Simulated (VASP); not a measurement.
# AlRu (Pm-3m) in VASP: relaxation of cell and atoms with PBE

Aim: the relaxation of cell and atoms of AlRu with PBE.

Program: VASP 6.6.1. These are calculated values, not measurements. Logs are shortened: lines on timing, memory, paths and dates and some standing lists are left out, and cuts for length are marked.

## 1. The cell of the first run

Symmetry: Pm-3m, No. 221, cubic system. The conventional cell has a = 2.992 Å, b = 2.992 Å, c = 2.992 Å, α = 90.00°, β = 90.00°, γ = 90.00°. Al (site symmetry m-3m) has 8 Ru at 2.59 Å and 6 Al at 2.99 Å within 3.4 Å. Within 3.4 Å of Ru (site symmetry m-3m) lie 8 Al at 2.59 Å and 6 Ru at 2.99 Å.

## 2. Relaxation of cell and atoms, PBE

INCAR

```
PREC = Accurate
ENCUT = 600
EDIFF = 1E-7
ISMEAR = 0
SIGMA = 0.1
LREAL = False
LASPH = True
NELM = 80
ALGO = Normal
ISIF = 3
LWAVE = False
LCHARG = False
GGA = PE
IBRION = 2
NSW = 100
EDIFFG = -0.01
```

KPOINTS

```
Automatic mesh
0
Gamma
  18 18 18
```

POSCAR

```
AlRu
1.0
    2.9916000400      0.0000000000      0.0000000000
    0.0000000000      2.9916000400      0.0000000000
    0.0000000000      0.0000000000      2.9916000400
Al Ru
1 1
Direct
    0.0000000000      0.0000000000      0.0000000000
    0.5000000000      0.5000000000      0.5000000000
```

Potentials or basis: VASP PAW PBE potentials, release 64 (Al, Ru_pv).

Command:

```
$ cat potpaw_PBE.64/Al/POTCAR potpaw_PBE.64/Ru_pv/POTCAR > POTCAR
$ mpirun -np 1 vasp_std > vasp.out
```

OUTCAR:

```text
PREC = Accurate
   ENCUT = 600
   EDIFF = 1E-7
   ISMEAR = 0
   LREAL = False
   LASPH = True
   NELM = 80
   ISIF = 3
   GGA = PE
   IBRION = 2
   NSW = 100
   EDIFFG = -0.01

 ion  position               nearest neighbor table
   1  0.000  0.000  0.000-   2 2.59   2 2.59   2 2.59   2 2.59   2 2.59   2 2.59   2 2.59   2 2.59

   2  0.500  0.500  0.500-   1 2.59   1 2.59   1 2.59   1 2.59   1 2.59   1 2.59   1 2.59   1 2.59

  LATTYP: Found a simple cubic cell.
 ALAT       =     2.9916000400

  Lattice vectors:

 A1 = (   2.9916000400,   0.0000000000,   0.0000000000)
 A2 = (   0.0000000000,   2.9916000400,   0.0000000000)
 A3 = (   0.0000000000,   0.0000000000,   2.9916000400)

Analysis of symmetry for initial positions (statically):
=====================================================================
 Subroutine PRICEL returns:
 Original cell was already a primitive cell.

 Routine SETGRP: Setting up the symmetry group for a
 simple cubic supercell.

 Subroutine GETGRP returns: Found 48 space group operations
 (whereof 48 operations were pure point group operations)
 out of a pool of 48 trial point group operations.

The static configuration has the point symmetry O_h .

Analysis of symmetry for dynamics (positions and initial velocities):
=====================================================================
 Subroutine PRICEL returns:
 Original cell was already a primitive cell.

 Routine SETGRP: Setting up the symmetry group for a
 simple cubic supercell.

 Subroutine GETGRP returns: Found 48 space group operations
 (whereof 48 operations were pure point group operations)
 out of a pool of 48 trial point group operations.

The dynamic configuration has the point symmetry O_h .

 Subroutine INISYM returns: Found 48 space group operations
 (whereof 48 operations are pure point group operations),
 and found     1 'primitive' translations

----------------------------------------------------------------------------------------

                                     Primitive cell

  volume of cell :      26.7738

  direct lattice vectors                    reciprocal lattice vectors
     2.991600040  0.000000000  0.000000000     0.334269283  0.000000000  0.000000000
     0.000000000  2.991600040  0.000000000     0.000000000  0.334269283  0.000000000
     0.000000000  0.000000000  2.991600040     0.000000000  0.000000000  0.334269283

  length of vectors
     2.991600040  2.991600040  2.991600040     0.334269283  0.334269283  0.334269283

  position of ions in fractional coordinates (direct lattice)
     0.000000000  0.000000000  0.000000000
     0.500000000  0.500000000  0.500000000

  ion indices of the primitive-cell ions
   primitive index   ion index
                 1           1
                 2           2

----------------------------------------------------------------------------------------

 KPOINTS: Automatic mesh

Automatic generation of k-mesh.
 Grid dimensions read from file:
 generate k-points for:   18   18   18

 Generating k-lattice:

  Cartesian coordinates                     Fractional coordinates (reciprocal lattice)
     0.018570516  0.000000000  0.000000000     0.055555556  0.000000000  0.000000000
     0.000000000  0.018570516  0.000000000     0.000000000  0.055555556  0.000000000
     0.000000000  0.000000000  0.018570516     0.000000000  0.000000000  0.055555556

  Length of vectors
     0.018570516  0.018570516  0.018570516

  Shift w.r.t. Gamma in fractional coordinates (k-lattice)
     0.000000000  0.000000000  0.000000000

 Subroutine IBZKPT returns following result:
 ===========================================

 Found    220 irreducible k-points:

 Following reciprocal coordinates:
            Coordinates               Weight
  0.000000  0.000000  0.000000      1.000000
  0.055556  0.000000  0.000000      6.000000
  0.111111  0.000000  0.000000      6.000000
  0.166667  0.000000  0.000000      6.000000
  0.222222  0.000000  0.000000      6.000000
  0.277778  0.000000  0.000000      6.000000
[... 16 lines left out ...]
  0.277778  0.111111  0.000000     24.000000
  0.333333  0.111111  0.000000     24.000000
 [... further k-points ...]
   k-points           NKPTS =    220   k-points in BZ     NKDIM =    220   number of bands    NBANDS=     12
   number of dos      NEDOS =    301   number of ions     NIONS =      2
   total plane-waves  NPLWV =  13824
   dimension x,y,z NGX =    24 NGY =   24 NGZ =   24
   dimension x,y,z NGXF=    48 NGYF=   48 NGZF=   48
   ions per type =               1   1
   NGX,Y,Z   is equivalent  to a cutoff of  13.34, 13.34, 13.34 a.u.
   NGXF,Y,Z  is equivalent  to a cutoff of  26.67, 26.67, 26.67 a.u.
 SYSTEM =  unknown system
   PREC   = accura    normal or accurate (medium, high low for compatibility)
   ISTART =      0    job   : 0-new  1-cont  2-samecut
   ICHARG =      2    charge: 1-file 2-atom 10-const
   ISPIN  =      1    spin polarized calculation?
   LNONCOLLINEAR =      F non collinear calculations
   LSORBIT =      F    spin-orbit coupling
   LASPH  =      T    aspherical Exc in radial PAW
   ENCUT  =  600.0 eV  44.10 Ry    6.64 a.u.   5.97  5.97  5.97*2*pi/ulx,y,z
   NELM   =     80;   NELMIN=  2; NELMDL= -5     # of ELM steps
   EDIFF  = 0.1E-06   stopping-criterion for ELM
   LREAL  =      F    real-space projection
   EDIFFG = -.1E-01   stopping-criterion for IOM
   NSW    =    100    number of steps for IOM
   IBRION =      2    ionic relax: 0-MD 1-quasi-New 2-CG
   NFREE  =      1    steps in history (QN), initial steepest desc. (CG)
   ISIF   =      3    stress and relaxation
   ISYM   =      2    0-nonsym 1-usesym 2-fastsym
   POTIM  = 0.5000    time-step for ionic-motion
   TEBEG  =    0.0;   TEEND  =   0.0 temperature during run
   PSTRESS=    0.0 pullay stress
   NELECT =      17.0000    total number of electrons
   NUPDOWN=      -1.0000    fix difference up-down
   EMIN   =  10.00;   EMAX   =-10.00  energy-range for DOS
   EFERMI =   0.00;   METHOD = LEGACY
   ISMEAR =     0;   SIGMA  =   0.10  broadening in eV -4-tet -1-fermi 0-gaus
   EFERMI_NEDOS =   21; number of points for ismear=-14 and -15
   IALGO  =     38    algorithm
   IMIX   =      4    mixing-type and parameters
     AMIX     =   0.40;   BMIX     =  1.00
     AMIX_MAG =   1.60;   BMIX_MAG =  1.00
  volume/ion in A,a.u.               =      13.39        90.34
  Fermi-wavevector in a.u.,A,eV,Ry     =   1.407087  2.659009 26.938090  1.979894
  Thomas-Fermi vector in A             =   2.529382
   LORBIT       =      0    0 simple, 1 ext, 2 COOP (PROOUT), +10 PAW based schemes
   GGA     = PE    functional components
   LHFCALC =     F    Hartree Fock is set to
   AEXX    =    0.0000 exact exchange contribution
   IVDW    =     0    specifies the selected vdW correction
   LEPSILON=     F    determine dielectric tensor
   LRPA    =     F    only Hartree local field effects (RPA)
 conjugate gradient relaxation of ions
 non-spin polarized calculation
 Gauss-broadening in eV      SIGMA  =   0.10
  energy-cutoff  :      600.00
  volume of cell :       26.77
 maximum number of plane-waves:       922
 NGX is ok and might be reduce to    24
   NGX = 11   NGY = 11   NGZ = 11

--------------------------------------- Ionic step        1  -------------------------------------------

 number of electron      16.9999995 magnetization

 Free energy of the ion-electron system (eV)
  ---------------------------------------------------
  ext. energy  EPLUGINS =         0.00000000
  ---------------------------------------------------
  free energy    TOTEN  =       -14.26196147 eV

  energy without entropy =      -14.25465295  energy(sigma->0) =      -14.25830721

------------------------ aborting loop because EDIFF is reached ----------------------------------------

  FORCE on cell =-STRESS in cart. coord.  units (eV):
  Direction    XX          YY          ZZ          XY          YZ          ZX
  --------------------------------------------------------------------------------------
  -------------------------------------------------------------------------------------
  Total        0.4122931      0.4122931      0.4122931     -0.0000000     -0.0000000      0.0000000
  in kB       24.6720942     24.6720942     24.6720942     -0.0000000     -0.0000000      0.0000000
  external PRESSURE =      24.6720942 kB  Pullay stress =       0.0000000 kB
[... 57 lines left out ...]
  energy  without entropy=      -14.2511567970  energy(sigma->0) =      -14.25501244

--------------------------------------- Ionic step        3  -------------------------------------------

 number of electron      16.9999996 magnetization

 Free energy of the ion-electron system (eV)
  ---------------------------------------------------
  ext. energy  EPLUGINS =         0.00000000
  ---------------------------------------------------
  free energy    TOTEN  =       -14.26436128 eV

  energy without entropy =      -14.25689577  energy(sigma->0) =      -14.26062852

 E-fermi :  10.5430     XC(G=0): -12.5062

 val. band max:       10.5344599419   @ k =   0.0556   0.0556   0.0556
 cond. band min:      10.5452189297   @ k =   0.1667   0.1111   0.0000
 fundamental gap:      0.0107589878
 Fermi energy:        10.5430264935

 k-point     1 :       0.0000    0.0000    0.0000
  band No.  band energies     occupation
      1     -31.2175      2.00000
      2     -31.2175      2.00000
      3     -31.2175      2.00000
      4       0.9458      2.00000
      5       7.0478      2.00000
      6       7.0478      2.00000
      7      10.7222      0.01128
      8      10.7222      0.01128
      9      10.7222      0.01128
     10      16.5729      0.00000
     11      16.5729      0.00000
     12      16.5729      0.00000
[... 331 lines left out ...]
 k-point    24 :       0.3333    0.1111    0.0000
  band No.  band energies     occupation
      1     -31.3651      2.00000
      2     -31.2276      2.00000
      3     -31.2027      2.00000
      4       3.0919      2.00000
      5       6.7915      2.00000
      6       7.7105      2.00000
      7       9.1630      2.00000
      8       9.3611      2.00000
      9      10.6728      0.06653
     10      13.1292      0.00000
     11      17.9170      0.00000
     12      19.6456      0.00000

 [... further k-points ...]

------------------------ aborting loop because EDIFF is reached ----------------------------------------

  FORCE on cell =-STRESS in cart. coord.  units (eV):
  Direction    XX          YY          ZZ          XY          YZ          ZX
  --------------------------------------------------------------------------------------
  -------------------------------------------------------------------------------------
  Total       -0.0002631     -0.0002631     -0.0002631      0.0000000      0.0000000     -0.0000000
  in kB       -0.0155584     -0.0155584     -0.0155584      0.0000000      0.0000000     -0.0000000
  external PRESSURE =      -0.0155584 kB  Pullay stress =       0.0000000 kB
[... 17 lines left out ...]
  FREE ENERGIE OF THE ION-ELECTRON SYSTEM (eV)
  ---------------------------------------------------
  free  energy   TOTEN  =       -14.2643612781 eV

  energy  without entropy=      -14.2568957699  energy(sigma->0) =      -14.26062852

 reached required accuracy - stopping structural energy minimisation
```

Run time: 39 s. Hardware: 1 thread of Intel Xeon 6975P-C (Granite Rapids), shared host; peak memory 0.22 GiB.

Results:

| Property | Result |
| --- | --- |
| Free energy | -14.2644 eV |
| Relaxed volume | 13.55 Å³/atom |
| Relaxed cell | a = 3.003 Å, b = 3.003 Å, c = 3.003 Å, α = 90.00°, β = 90.00°, γ = 90.00° |
| Space group after relaxing (to 0.1 Å) | Pm-3m (No. 221) |
| Energy gained by relaxing | 1.2 meV/atom |
| Ionic steps | 3 |
| Pressure after relaxing | 0.0 GPa |
| Band gap on the k mesh | zero (an odd number of electrons rules out a gap without spin polarisation) |

The path:
```
step  energy change (eV)  largest force (eV/Å)  pressure (GPa)  volume (Å³)
   1              0.0000                0.0000            2.47        26.77
   2              0.0031                0.0000           -3.52        27.58
   3             -0.0024                0.0000            0.00        27.09
```

Final structure:
```yaml
crystal:
  lattice:
    - [3.00336, 0.00000, 0.00000]
    - [0.00000, 3.00336, 0.00000]
    - [0.00000, 0.00000, 3.00336]
  atoms:
    - { symbol: Al, position: [0.00000, 0.00000, 0.00000] }
    - { symbol: Ru, position: [0.50000, 0.50000, 0.50000] }
```

Levels at points of the mesh, in eV from the Fermi level:
| k point | band 6 | band 7 | band 8 | band 9 | band 10 | band 11 | band 12 |
| --- | --- | --- | --- | --- | --- | --- | --- |
| (0.00, 0.00, 0.00) | -3.50 | 0.18 | 0.18 | 0.18 | 6.03 | 6.03 | 6.03 |
| (0.50, 0.00, 0.00) | -2.71 | -1.57 | -1.57 | 0.43 | 2.25 | 7.46 | 10.98 |
| (0.50, 0.50, 0.00) | -1.35 | -1.35 | -1.14 | -1.14 | 1.51 | 5.24 | 6.12 |
| (0.50, 0.50, 0.50) | -4.56 | 1.60 | 1.60 | 2.51 | 4.12 | 4.12 | 4.12 |
